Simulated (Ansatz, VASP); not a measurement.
# Ir in VASP and in Ansatz

```
CELL_PARAMETERS angstrom
2.70530 0.00000 0.00000
-1.35265 2.34286 0.00000
0.00000 0.00000 4.39105
ATOMIC_POSITIONS crystal
Ir 0.33333 0.66667 0.25000
Ir 0.66667 0.33333 0.75000
```

Alike in both runs: functional LDA; k mesh 13 × 13 × 7; occupations fermi-dirac, width 0.1 eV; no spin polarisation.

Ansatz relaxed the structure, and its values are those at the end. VASP's run is a single point on that final structure, the one shown.

|  | VASP | Ansatz |
| --- | --- | --- |
| version | VASP 6.6.1 | Ansatz 0.2.0 |
| potentials or method | VASP PAW LDA potentials, release 64 (Ir_sv_GW), cutoff 560 eV | plane waves (420 eV) with PAW, scalar-relativistic |
| valence electrons in the cell | 34 | 34 |

|  | VASP | Ansatz | Ansatz less VASP |
| --- | --- | --- | --- |
| pressure (GPa) | -0.4 | 0.0 | +0.38 |

Ansatz warns that its potentials were made for another functional, while VASP's fit it. LDA's correlation is that of Perdew and Zunger in VASP and of Perdew and Wang (1992) in Ansatz.

Neither program's run includes spin-orbit coupling.
